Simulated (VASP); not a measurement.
# SnO (P4/nmm) in VASP: a series of runs, part 2 of 3

VASP 6.6.1. Earlier steps stand in the parts before.

### 3 Single point, PBE (biaxial strain in the a-b plane: -4.0 %)

Input file INCAR:

```
ALGO = Normal
EDIFF = 1E-6
ENCUT = 520
GGA = PE
ISIF = 2
ISMEAR = 0
LASPH = True
LCHARG = False
LREAL = False
LWAVE = False
NBANDS = 28
NELM = 100
PREC = Accurate
SIGMA = 0.01
```

Input file KPOINTS:

```
k-points
0
Gamma
  10 10 8
```

Input file POSCAR:

```
SnO
1.0
    3.7135323115      0.0000000000      0.0000000000
    0.0000000000      3.7135323115      0.0000000000
    0.0000000000      0.0000000000      5.1878299578
Sn O
2 2
Direct
    0.0000000000      0.5000000000      0.2296566000
    0.5000000000      0.0000000000      0.7703434000
    0.5000000000      0.5000000000      0.0000000000
    0.0000000000      0.0000000000      0.0000000000
```

Potentials or basis: VASP PAW PBE potentials, release 64 (Sn_d, O).

Command:

```sh
$ cat potpaw_PBE.64/Sn_d/POTCAR potpaw_PBE.64/O/POTCAR > POTCAR
$ mpirun -np 1 vasp_std > vasp.out
```

OUTCAR:

```text
EDIFF = 1E-6
   ENCUT = 520
   GGA = PE
   ISIF = 2
   ISMEAR = 0
   LASPH = True
   LREAL = False
   NELM = 100
   PREC = Accurate

 ion  position               nearest neighbor table
   1  0.000  0.500  0.230-   3 2.21   4 2.21   4 2.21   3 2.21   2 3.55   2 3.55   2 3.55   2 3.55

   2  0.500  0.000  0.770-   3 2.21   4 2.21   3 2.21   4 2.21   1 3.55   1 3.55   1 3.55   1 3.55

   3  0.500  0.500  0.000-   1 2.21   2 2.21   2 2.21   1 2.21
   4  0.000  0.000  0.000-   1 2.21   2 2.21   1 2.21   2 2.21

  LATTYP: Found a simple tetragonal cell.
 ALAT       =     3.7135323115
 C/A-ratio  =     1.3970068179

  Lattice vectors:

 A1 = (   3.7135323115,   0.0000000000,   0.0000000000)
 A2 = (   0.0000000000,   3.7135323115,   0.0000000000)
 A3 = (   0.0000000000,   0.0000000000,   5.1878299578)

Analysis of symmetry for initial positions (statically):
=====================================================================
 Subroutine PRICEL returns:
 Original cell was already a primitive cell.

 Routine SETGRP: Setting up the symmetry group for a
 simple tetragonal supercell.

 Subroutine GETGRP returns: Found 16 space group operations
 (whereof  8 operations were pure point group operations)
 out of a pool of 16 trial point group operations.

The static configuration has the point symmetry D_2d.
 The point group associated with its full space group is D_4h.

Analysis of symmetry for dynamics (positions and initial velocities):
=====================================================================
 Subroutine PRICEL returns:
 Original cell was already a primitive cell.

 Routine SETGRP: Setting up the symmetry group for a
 simple tetragonal supercell.

 Subroutine GETGRP returns: Found 16 space group operations
 (whereof  8 operations were pure point group operations)
 out of a pool of 16 trial point group operations.

The dynamic configuration has the point symmetry D_2d.
 The point group associated with its full space group is D_4h.

 Subroutine INISYM returns: Found 16 space group operations
 (whereof  8 operations are pure point group operations),
 and found     1 'primitive' translations

----------------------------------------------------------------------------------------

                                     Primitive cell

  volume of cell :      71.5418

  direct lattice vectors                    reciprocal lattice vectors
     3.713532311  0.000000000  0.000000000     0.269285391  0.000000000  0.000000000
     0.000000000  3.713532311  0.000000000     0.000000000  0.269285391  0.000000000
     0.000000000  0.000000000  5.187829958     0.000000000  0.000000000  0.192758824

  length of vectors
     3.713532311  3.713532311  5.187829958     0.269285391  0.269285391  0.192758824

  position of ions in fractional coordinates (direct lattice)
     0.000000000  0.500000000  0.229656600
     0.500000000  0.000000000  0.770343400
     0.500000000  0.500000000  0.000000000
     0.000000000  0.000000000  0.000000000

  ion indices of the primitive-cell ions
   primitive index   ion index
                 1           1
                 2           2
                 3           3
[... 24 lines left out ...]
 ===========================================

 Found    105 irreducible k-points:

 Following reciprocal coordinates:
            Coordinates               Weight
  0.000000  0.000000  0.000000      1.000000
  0.100000  0.000000  0.000000      4.000000
  0.200000  0.000000  0.000000      4.000000
  0.300000  0.000000  0.000000      4.000000
  0.400000  0.000000  0.000000      4.000000
  0.500000  0.000000  0.000000      2.000000
[... 16 lines left out ...]
  0.100000  0.000000  0.125000      8.000000
  0.200000  0.000000  0.125000      8.000000
 [... further k-points ...]
   k-points           NKPTS =    105   k-points in BZ     NKDIM =    105   number of bands    NBANDS=     28
   number of dos      NEDOS =    301   number of ions     NIONS =      4
   total plane-waves  NPLWV =  31360
   dimension x,y,z NGX =    28 NGY =   28 NGZ =   40
   dimension x,y,z NGXF=    56 NGYF=   56 NGZF=   80
   ions per type =               2   2
   NGX,Y,Z   is equivalent  to a cutoff of  12.53, 12.53, 12.82 a.u.
   NGXF,Y,Z  is equivalent  to a cutoff of  25.07, 25.07, 25.64 a.u.
 SYSTEM =  unknown system
   PREC   = accura    normal or accurate (medium, high low for compatibility)
   ISTART =      0    job   : 0-new  1-cont  2-samecut
   ICHARG =      2    charge: 1-file 2-atom 10-const
   ISPIN  =      1    spin polarized calculation?
   LNONCOLLINEAR =      F non collinear calculations
   LSORBIT =      F    spin-orbit coupling
   LASPH  =      T    aspherical Exc in radial PAW
   ENCUT  =  520.0 eV  38.22 Ry    6.18 a.u.   6.90  6.90  9.65*2*pi/ulx,y,z
   NELM   =    100;   NELMIN=  2; NELMDL= -5     # of ELM steps
   EDIFF  = 0.1E-05   stopping-criterion for ELM
   LREAL  =      F    real-space projection
   EDIFFG = 0.1E-04   stopping-criterion for IOM
   NSW    =      0    number of steps for IOM
   IBRION =     -1    ionic relax: 0-MD 1-quasi-New 2-CG
   NFREE  =      0    steps in history (QN), initial steepest desc. (CG)
   ISIF   =      2    stress and relaxation
   ISYM   =      2    0-nonsym 1-usesym 2-fastsym
   POTIM  = 0.5000    time-step for ionic-motion
   TEBEG  =    0.0;   TEEND  =   0.0 temperature during run
   PSTRESS=    0.0 pullay stress
   NELECT =      40.0000    total number of electrons
   NUPDOWN=      -1.0000    fix difference up-down
   EMIN   =  10.00;   EMAX   =-10.00  energy-range for DOS
   EFERMI =   0.00;   METHOD = LEGACY
   ISMEAR =     0;   SIGMA  =   0.01  broadening in eV -4-tet -1-fermi 0-gaus
   EFERMI_NEDOS =   21; number of points for ismear=-14 and -15
   IALGO  =     38    algorithm
   IMIX   =      4    mixing-type and parameters
     AMIX     =   0.40;   BMIX     =  1.00
     AMIX_MAG =   1.60;   BMIX_MAG =  1.00
  volume/ion in A,a.u.               =      17.89       120.70
  Fermi-wavevector in a.u.,A,eV,Ry     =   1.348678  2.548631 24.748059  1.818931
  Thomas-Fermi vector in A             =   2.476327
   LORBIT       =      0    0 simple, 1 ext, 2 COOP (PROOUT), +10 PAW based schemes
   GGA     = PE    functional components
   LHFCALC =     F    Hartree Fock is set to
   AEXX    =    0.0000 exact exchange contribution
   IVDW    =     0    specifies the selected vdW correction
   LEPSILON=     F    determine dielectric tensor
   LRPA    =     F    only Hartree local field effects (RPA)
 non-spin polarized calculation
 Gauss-broadening in eV      SIGMA  =   0.01
  energy-cutoff  :      520.00
  volume of cell :       71.54
 maximum number of plane-waves:      1956
 NGX is ok and might be reduce to    28
   NGX = 13   NGY = 13   NGZ = 19

 number of electron      40.0000013 magnetization

 Free energy of the ion-electron system (eV)
  ---------------------------------------------------
  ext. energy  EPLUGINS =         0.00000000
  ---------------------------------------------------
  free energy    TOTEN  =       -22.58451843 eV

  energy without entropy =      -22.58451843  energy(sigma->0) =      -22.58451843

 E-fermi :   7.1871     XC(G=0): -10.1010

 val. band max:        7.1414709579   @ k =   0.0000   0.0000   0.0000
 cond. band min:       7.2613451943   @ k =   0.5000   0.5000   0.0000
 fundamental gap:      0.1198742363
 Fermi energy:         7.1870938704

 k-point     1 :       0.0000    0.0000    0.0000
  band No.  band energies     occupation
      1     -15.0641      2.00000
      2     -14.6245      2.00000
      3     -14.5819      2.00000
      4     -14.5819      2.00000
      5     -14.5468      2.00000
      6     -14.5211      2.00000
[... 733 lines left out ...]
     27      14.4966      0.00000
     28      17.0530      0.00000

 [... further k-points ...]

------------------------ aborting loop because EDIFF is reached ----------------------------------------

  FORCE on cell =-STRESS in cart. coord.  units (eV):
  Direction    XX          YY          ZZ          XY          YZ          ZX
  --------------------------------------------------------------------------------------
  -------------------------------------------------------------------------------------
  Total        3.7604880      3.7604880      1.0609641      0.0000000     -0.0000000      0.0000000
  in kB       84.2160067     84.2160067     23.7602563      0.0000000     -0.0000000      0.0000000
  external PRESSURE =      64.0640899 kB  Pullay stress =       0.0000000 kB

 VOLUME and BASIS-vectors are now :
 -----------------------------------------------------------------------------
  energy-cutoff  :      520.00
  volume of cell :       71.54
      direct lattice vectors                 reciprocal lattice vectors
     3.713532311  0.000000000  0.000000000     0.269285391  0.000000000  0.000000000
     0.000000000  3.713532311  0.000000000     0.000000000  0.269285391  0.000000000
     0.000000000  0.000000000  5.187829958     0.000000000  0.000000000  0.192758824

 POSITION                                       TOTAL-FORCE (eV/Angst)
 -----------------------------------------------------------------------------------
      0.00000      1.85677      1.19142         0.000000     -0.000000      0.455808
      1.85677      0.00000      3.99641        -0.000000      0.000000     -0.455808
      1.85677      1.85677      0.00000         0.000000     -0.000000      0.000000
      0.00000      0.00000      0.00000         0.000000      0.000000      0.000000
 -----------------------------------------------------------------------------------
    total drift:                                0.000000      0.000000      0.000000

  FREE ENERGIE OF THE ION-ELECTRON SYSTEM (eV)
  ---------------------------------------------------
  free  energy   TOTEN  =       -22.5845184344 eV

  energy  without entropy=      -22.5845184344  energy(sigma->0) =      -22.58451843
```

OSZICAR:

```text
N       E                     dE             d eps       ncg     rms          rms(c)
DAV:   1     0.419904982037E+03    0.41990E+03   -0.19923E+04  6056   0.217E+03
DAV:   2     0.384459003383E+02   -0.38146E+03   -0.36577E+03  6096   0.543E+02
DAV:   3    -0.233816717637E+02   -0.61828E+02   -0.60661E+02  6780   0.182E+02
DAV:   4    -0.263134823126E+02   -0.29318E+01   -0.29168E+01  6692   0.425E+01
DAV:   5    -0.263839927873E+02   -0.70510E-01   -0.70500E-01  6352   0.714E+00    0.118E+01
DAV:   6    -0.225771516065E+02    0.38068E+01   -0.16421E+01  9500   0.447E+01    0.482E+00
DAV:   7    -0.226050753039E+02   -0.27924E-01   -0.19974E+00  6952   0.848E+00    0.252E+00
DAV:   8    -0.225915143337E+02    0.13561E-01   -0.27771E-01  8140   0.382E+00    0.815E-01
DAV:   9    -0.225833920014E+02    0.81223E-02   -0.49323E-02  9024   0.244E+00    0.226E-01
DAV:  10    -0.225847133821E+02   -0.13214E-02   -0.68786E-03  7572   0.740E-01    0.127E-01
DAV:  11    -0.225844892293E+02    0.22415E-03   -0.16944E-03  8728   0.412E-01    0.261E-02
DAV:  12    -0.225845285395E+02   -0.39310E-04   -0.26425E-04  6200   0.912E-02    0.363E-02
DAV:  13    -0.225845184108E+02    0.10129E-04   -0.48763E-05  8196   0.706E-02    0.445E-03
DAV:  14    -0.225845184344E+02   -0.23596E-07   -0.56274E-06  6216   0.139E-02
   1 F= -.22584518E+02 E0= -.22584518E+02  d E =-.643742E-14
```

stdout:

```text
POSCAR found type information on POSCAR SnO
 POSCAR found :  2 types and       4 ions
 scaLAPACK will be used
 LDA part: xc-table for (Slater+PW92), standard interpolation
 POSCAR, INCAR and KPOINTS ok, starting setup
 FFT: planning ... GRIDC
 FFT: planning ... GRID_SOFT
 FFT: planning ... GRID
 WAVECAR not read
 entering main loop
```

Wall time 2.9 min (1 thread of Intel Xeon Platinum 8559C (Emerald Rapids), shared host); peak memory 0.29 GiB.

Results:

| Property | Result |
| --- | --- |
| Free energy | -22.5845 eV |
| Pressure | 6.4 GPa |
| Largest force | 0.456 eV/Å |
| Band gap on the k mesh | 0.12 eV (least direct gap 2.09 eV) |

Forces on the atoms (eV/Å):
```
Sn   0.000  0.000  0.456
Sn   0.000  0.000 -0.456
O    0.000  0.000  0.000
O    0.000  0.000  0.000
```

Levels at points of the mesh, in eV from the valence-band top:
```
           k point  band 17  band 18  band 19  band 20  band 21  band 22  band 23  band 24
(0.00, 0.00, 0.00)    -3.74    -3.18    -3.18     0.00     2.09     3.74     4.94     4.94
(0.50, 0.00, 0.00)    -4.97    -4.97    -2.90    -2.90     2.69     2.69     5.88     5.88
(0.50, 0.50, 0.00)    -2.52    -2.52    -2.10    -2.10     0.12     0.12     4.07     4.07
(0.00, 0.00, 0.50)    -3.65    -3.20    -3.20    -2.78     2.01     3.24     3.24     4.07
(0.50, 0.00, 0.50)    -4.95    -4.95    -2.03    -2.03     2.04     2.04     5.73     5.73
(0.50, 0.50, 0.50)    -2.64    -2.64    -2.52    -2.52     2.18     2.18     3.34     3.34
```

Caveat: the cell differs from its parent crystal (biaxial strain in the a-b plane: -4.0 %); the stress differs along the axes, from 2 to 8 GPa; semilocal functionals underestimate gaps, and a narrow one can read as zero; spin-orbit coupling is left out, which moves the levels of the heavy elements. A k mesh can miss the band edges.

### 4 Single point, PBE (biaxial strain in the a-b plane: -6.0 %, then relaxed in part)

Input file INCAR:

```
SYSTEM = SnO
PREC = Accurate ; ENCUT = 520
EDIFF = 1E-7 ; ISMEAR = 0
SIGMA = 0.01 ; LREAL = .FALSE.
LASPH = .TRUE. ; NELM = 100
ALGO = Normal ; ISIF = 2
LWAVE = .FALSE. ; LCHARG = .FALSE.
GGA = PE ; NBANDS = 28
```

Input file KPOINTS:

```
Automatic mesh
0
G
  10 10 8
  0 0 0
```

Input file POSCAR:

```
SnO
1.0
    3.6361670550      0.0000000000      0.0000000000
    0.0000000000      3.6361670550      0.0000000000
    0.0000000000      0.0000000000      5.4423908306
Sn O
2 2
Direct
    0.0000000000      0.5000000000      0.2271675783
    0.5000000000      0.0000000000      0.7728324217
    0.5000000000      0.5000000000      0.0000000000
    0.0000000000      0.0000000000      0.0000000000
```

Command:

```sh
$ cat potpaw_PBE.64/Sn_d/POTCAR potpaw_PBE.64/O/POTCAR > POTCAR
$ mpirun -np 1 vasp_std > vasp.out
```

Wall time 2 min (1 thread of Intel Xeon Platinum 8559C (Emerald Rapids), shared host); peak memory 0.29 GiB.

The run converged. Its results:

| Property | Result |
| --- | --- |
| Free energy | -22.4226 eV |
| Pressure | 7.6 GPa |
| Largest force | 0.092 eV/Å |
| Band gap on the k mesh | 0.25 eV (least direct gap 2.30 eV) |

Forces in eV/Å, atoms in the order of the input:
```
Sn   0.000  0.000  0.092
Sn   0.000  0.000 -0.092
O    0.000  0.000  0.000
O    0.000  0.000  0.000
```

Stress tensor (GPa, compression positive):
```
11.22  0.00  0.00
 0.00 11.22  0.00
 0.00  0.00  0.34
```

Levels at points of the mesh, in eV from the valence-band top:
| k point | band 17 | band 18 | band 19 | band 20 | band 21 | band 22 | band 23 | band 24 |
| --- | --- | --- | --- | --- | --- | --- | --- | --- |
| (0.00, 0.00, 0.00) | -3.64 | -2.82 | -2.82 | 0.00 | 2.38 | 3.82 | 5.25 | 5.25 |
| (0.50, 0.00, 0.00) | -4.71 | -4.71 | -2.86 | -2.86 | 2.48 | 2.48 | 6.13 | 6.13 |
| (0.50, 0.50, 0.00) | -2.16 | -2.16 | -2.04 | -2.04 | 0.25 | 0.25 | 4.00 | 4.00 |
| (0.00, 0.00, 0.50) | -3.66 | -2.99 | -2.83 | -2.83 | 2.58 | 3.60 | 3.60 | 4.56 |
| (0.50, 0.00, 0.50) | -4.70 | -4.70 | -2.04 | -2.04 | 1.75 | 1.75 | 6.14 | 6.14 |
| (0.50, 0.50, 0.50) | -2.45 | -2.45 | -2.16 | -2.16 | 2.23 | 2.23 | 3.01 | 3.01 |

Caveat: the cell differs from its parent crystal (biaxial strain in the a-b plane: -6.0 %, then relaxed in part); the stress differs along the axes, from 0 to 11 GPa; semilocal functionals underestimate gaps, and a narrow one can read as zero; spin-orbit coupling is left out, which moves the levels of the heavy elements.

(Continued in part 3 of 3.)

The gap in the log of VASP goes by the Fermi energy; the results here count the filled bands.